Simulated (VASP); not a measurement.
Runs of VASP 6.6.1 on Hf. The structure is that of space group I4_1/amd (No. 141), or close to it. The cells are those of the table. 

```tsv
cell	gap on the mesh (eV)	pressure (GPa)
a = 3.817 Å, angles 97.5, 97.5, 137.6°, 2 atoms	none	40.8
a = 3.983 Å, angles 97.5, 97.5, 137.7°, 2 atoms	none	(a)
a = 3.097 Å, angles 97.5, 97.5, 137.7°, 2 atoms	none	469.8
a = 3.220 Å, angles 97.5, 97.5, 137.6°, 2 atoms	none	316.9
```

Alike in all rows: task single point; level PBE; potentials or basis VASP PAW PBE potentials, release 64 (Hf_pv); no spin polarisation; k mesh 14 × 14 × 14; cutoff (eV) 520; smearing fermi-dirac 0.05 eV.

Question: Estimate the missing entries.

Answer: (a) 18.2.

Caveats: spin-orbit coupling is left out, which moves the levels of the heavy elements.

A k mesh can miss the band edges, and the runs leave out spin-orbit coupling on Hf.

A gap of «none» marks levels without a gap at the run's occupations.
